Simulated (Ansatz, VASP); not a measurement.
TaAl3N4: VASP beside Ansatz

INCAR

```
PREC     = Accurate       # precision mode
ENCUT    = 600            # plane-wave cutoff, eV
EDIFF    = 1E-7           # SCF threshold, eV
ISMEAR   = 0              # smearing method
SIGMA    = 0.2            # smearing width, eV
LREAL    = F              # projectors in reciprocal space
LASPH    = T              # aspherical terms in the spheres
NELM     = 80             # most SCF steps
ALGO     = Normal         # electronic algorithm
ISIF     = 3              # what is computed and relaxed
LWAVE    = F              # write WAVECAR
LCHARG   = F              # write CHGCAR
GGA      = PE             # functional
IBRION   = 2              # ionic algorithm
NSW      = 80             # ionic steps
EDIFFG   = -0.025         # ionic threshold
```

Contents of KPOINTS:

```
regular mesh
0
Gamma
  6 6 6
```

The input POSCAR:

```
TaAl3N4
1.0
    4.1508013477      0.0040570843      0.0240226600
    0.0040570843      4.2369434395     -0.0181048567
    0.0240226600     -0.0181048567      4.2265436273
Ta Al N
1 3 4
Direct
    0.5052857875      0.5009283204      0.5098826724
    0.0049069776      0.5057024472     -0.0042817344
    0.0032717269     -0.0213522199      0.4958396213
    0.4880844095      0.0096028708      0.0040465869
    0.4870342106      0.0015081192      0.5110625359
    0.0163650096     -0.0054640786     -0.0146760830
    0.4960801272      0.5073419510      0.0030867211
   -0.0010282488      0.5017325897      0.4950396798
```

Input for Ansatz:

```yaml
crystal:
  lattice:
    - [4.1508013477, 0.0040570843, 0.02402266]
    - [0.0040570843, 4.2369434395, -0.0181048567]
    - [0.02402266, -0.0181048567, 4.2265436273]
  atoms:
    - { symbol: Ta, position: [0.5052857875, 0.5009283204, 0.5098826724] }
    - { symbol: Al, position: [0.0049069776, 0.5057024472, -0.0042817344] }
    - { symbol: Al, position: [0.0032717269, -0.0213522199, 0.4958396213] }
    - { symbol: Al, position: [0.4880844095, 0.0096028708, 0.0040465869] }
    - { symbol: "N", position: [0.4870342106, 0.0015081192, 0.5110625359] }
    - { symbol: "N", position: [0.0163650096, -0.0054640786, -0.014676083] }
    - { symbol: "N", position: [0.4960801272, 0.507341951, 0.0030867211] }
    - { symbol: "N", position: [-0.0010282488, 0.5017325897, 0.4950396798] }
basis:
  ecutwfc: 420
kpoints:
  mp_grid: { grid: [6, 6, 6] }
hamiltonian:
  xc: pbe
scf:
  occupations: { method: gaussian, width: 0.2 }
  lower_state_search: "off"
output:
  forces: true
  stress: true
  eigenvalues: true
relax:
  adjacent_minimum: "off"
  f_tol: 0.025
  max_steps: 60
  cell: { stress_tol: 0.25 }
```

Change from the starting cell: cell x1, atoms moved at random (sigma 0.05 Å) and cell strained at random (1.5 %), then relaxed without symmetry.

Alike in both runs: task relaxation of cell and atoms; functional PBE; k mesh 6 × 6 × 6; occupations gaussian, width 0.2 eV; no spin polarisation.

|  | VASP | Ansatz |
| --- | --- | --- |
| version | VASP 6.6.1 | Ansatz 0.2.0 |
| potentials or method | VASP PAW PBE potentials, release 64 (Ta_pv, Al, N), cutoff 600 eV | scalar-relativistic, plane waves, PAW |
| valence electrons in the cell | 40 | 42 |

|  | VASP | Ansatz | Ansatz less VASP |
| --- | --- | --- | --- |
| gap on the k mesh at the Fermi level, each at its own relaxed structure (eV) | none | none | - |
| relaxed volume (Å³/atom) | 9.41 | 9.40 | -0.005 |
| relaxed cell length with the largest relative difference (Å) | 4.221 | 4.219 | -0.0022 |

A gap of «none» marks a metal or a gap that the smearing closes. VASP's potentials hold 40 valence electrons a cell and Ansatz's 42, so a difference there can come from the potentials and not from the codes.

Neither program's run includes spin-orbit coupling. Noted on VASP's run: too few bands were computed for a metal, which touches its energy and stress.
